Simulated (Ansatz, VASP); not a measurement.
**Ca: VASP beside Ansatz**

The input INCAR:

```
  PREC = Accurate
  ENCUT = 520
  EDIFF = 1E-6
  ISMEAR = -1
  SIGMA = 0.1
  LREAL = False
  LASPH = True
  NELM = 100
  ALGO = Normal
  ISIF = 2
  LWAVE = False
  LCHARG = True
  GGA = RP
  LELF = True
  LVHAR = True
  NBANDS = 11
```

Contents of KPOINTS:

```
regular mesh
0
Gamma
  16 16 16
```

POSCAR

```
Ca
1.0
    0.0000000000      2.8478845539      2.8478845539
    2.8478845539      0.0000000000      2.8478845539
    2.8478845539      2.8478845539      0.0000000000
Ca
1
Direct
    0.0000000000      0.0000000000      0.0000000000
```

Input for Ansatz:

```yaml
crystal:
  lattice:
    - [0.0, 2.8478845539, 2.8478845539]
    - [2.8478845539, 0.0, 2.8478845539]
    - [2.8478845539, 2.8478845539, 0.0]
  atoms:
    - { symbol: Ca, position: [0.0, 0.0, 0.0] }
hamiltonian:
  xc: rpbe
  pseudopotentials:
    kind: paw
    azcp:
      Ca: "pseudopotentials/Ca.paw.azcp"
basis:
  ecutwfc: 420
  fft_grid_basis: typed
kpoints:
  mp_grid: { grid: [16, 16, 16], shift: [0, 0, 0] }
magnetization:
  spin_polarized: false
scf:
  occupations: { method: fermi_dirac, width: 0.1 }
output:
  stress: true
```

Alike in both runs: task single point; functional RPBE; k mesh 16 × 16 × 16; occupations fermi-dirac, width 0.1 eV; no spin polarisation.

|  | VASP | Ansatz |
| --- | --- | --- |
| version | VASP 6.6.1 | Ansatz 0.2.0 |
| potentials or method | VASP PAW PBE potentials, release 64 (Ca_sv), cutoff 520 eV | plane waves (420 eV) with PAW, scalar-relativistic |
| valence electrons in the cell | 10 | 10 |

|  | VASP | Ansatz | Ansatz less VASP |
| --- | --- | --- | --- |
| pressure (GPa) | -0.6 | -0.6 | -0.01 |

VASP's potentials were made for PBE, not for RPBE.
